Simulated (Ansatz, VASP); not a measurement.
## GaN: VASP beside Ansatz

The input INCAR:

```
SYSTEM = GaN
PREC = Accurate
ENCUT = 520
EDIFF = 1E-6
ISMEAR = 0
SIGMA = 0.05
LREAL = .False.
LASPH = .True.
NELM = 80
ALGO = Normal
ISIF = 2
LWAVE = .False.
LCHARG = .True.
GGA = PE
LELF = .True.
LVHAR = .True.
NBANDS = 16
```

File KPOINTS:

```
regular mesh
0
Gamma
  10 10 10
  0 0 0
```

Contents of POSCAR:

```
GaN
1.0
    0.0000000000      2.3083520702      2.3424656476
    2.3083520702      0.0000000000      2.3424656476
    2.3083520702      2.3083520702      0.0000000000
Ga N
1 1
Direct
    0.0000000000      0.0000000000      0.0000000000
    0.7500000000      0.7500000000      0.7500000000
```

Input for Ansatz:

```yaml
crystal:
  lattice:
    - [0.0, 2.3083520702, 2.3424656476]
    - [2.3083520702, 0.0, 2.3424656476]
    - [2.3083520702, 2.3083520702, 0.0]
  atoms:
    - { symbol: Ga, position: [0.0, 0.0, 0.0] }
    - { symbol: "N", position: [0.75, 0.75, 0.75] }
basis:
  ecutwfc: 420
kpoints:
  mp_grid: { grid: [10, 10, 10] }
hamiltonian:
  xc: pbe
scf:
  occupations: { method: gaussian, width: 0.05 }
output:
  forces: true
  stress: true
  eigenvalues: true
  write_density: true
  write_potential: true
  elf: true
  volumetric_format: npy
```

Change from the starting cell: strain +0.015 along x and y, +0.030 along z, atoms carried along.

Alike in both runs: task single point; functional PBE; k mesh 10 × 10 × 10; occupations gaussian, width 0.05 eV; no spin polarisation.

|  | VASP | Ansatz |
| --- | --- | --- |
| version | VASP 6.6.1 | Ansatz 0.2.0 |
| potentials or method | VASP PAW PBE potentials, release 64 (Ga_d, N), cutoff 520 eV | scalar-relativistic, plane waves, PAW |
| valence electrons in the cell | 18 | 18 |

Ansatz gave:

```
gap on the k mesh at the Fermi level (eV)                     : 1.14
least direct gap on the mesh (eV)                             : 1.14
pressure (GPa)                                                : -8.9
traceless stress, the component that is largest in VASP (GPa) : -1.26
```

Question: Which values does VASP return?

Answer: gap on the k mesh at the Fermi level (eV): 1.14; least direct gap on the mesh (eV): 1.14; pressure (GPa): -8.8; traceless stress, the component that is largest in VASP (GPa): -1.26.

The functional is the same, so the differences come from potentials, cutoffs and numerics.
